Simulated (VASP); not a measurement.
Wanted: the native input for a VASP 6.6.1 run.

```yaml
Task: single point
Functional: PBEsol
Potentials_or_basis: VASP PAW PBE potentials, release 64 (Al, Ga_d, N)
Cutoff: 520 eV
k_mesh: 6 × 6 × 6
Occupations: gaussian, width 0.02 eV
Spin: no spin polarisation
Dipole_correction: no
Further_INCAR_settings: ALGO = Normal; EDIFF = 1e-06; NBANDS = 41
```

The structure of AlGa3N4 lies in POSCAR:

```
AlGa3N4
1.0
    4.5346423393      0.0000000000      0.0000000000
    0.0000000000      4.5346423393      0.0000000000
    0.0000000000      0.0000000000      4.4274192692
Al Ga N
1 3 4
Direct
    0.0000000000      0.0000000000      0.0000000000
    0.5000000000      0.5000000000      0.0000000000
    0.5000000000      0.0000000000      0.5000000000
    0.0000000000      0.5000000000      0.5000000000
    0.7550309210      0.7550309210      0.2449690790
    0.7550309210      0.2449690790      0.7550309210
    0.2449690790      0.7550309210      0.7550309210
    0.2449690790      0.2449690790      0.2449690790
```

This cell differs from its parent crystal: biaxial strain in the a-b plane: +1.5 %.

One way to write it, as run:

INCAR

```
SYSTEM = AlGa3N4
PREC = Accurate
ENCUT = 520
EDIFF = 1E-6
ISMEAR = 0
SIGMA = 0.02
LREAL = .FALSE.
LASPH = .TRUE.
NELM = 80
ALGO = Normal
ISIF = 2
LWAVE = .FALSE.
LCHARG = .FALSE.
GGA = PS
NBANDS = 41
```

KPOINTS

```
regular mesh
0
G
  6 6 6
  0 0 0
```

Potentials or basis: VASP PAW PBE potentials, release 64 (Al, Ga_d, N).

Launch:

```bash
$ cat potpaw_PBE.64/Al/POTCAR potpaw_PBE.64/Ga_d/POTCAR potpaw_PBE.64/N/POTCAR > POTCAR
$ mpirun -np 1 vasp_std > vasp.out
```

Results of the run:

```
Pressure               : -4.0 GPa
Largest force          : 0.025 eV/Å
Band gap on the k mesh : 2.10 eV, direct
```

Caveat: the cell differs from its parent crystal (biaxial strain in the a-b plane: +1.5 %); the PAW data sets were made with another functional, which shifts forces and pressure a little.

Run time: 2.6 min on 1 thread of Intel(R) Xeon(R) Platinum 8259CL CPU @ 2.50GHz (Skylake/Cascade Lake) (shared host), peak memory 0.27 GiB.
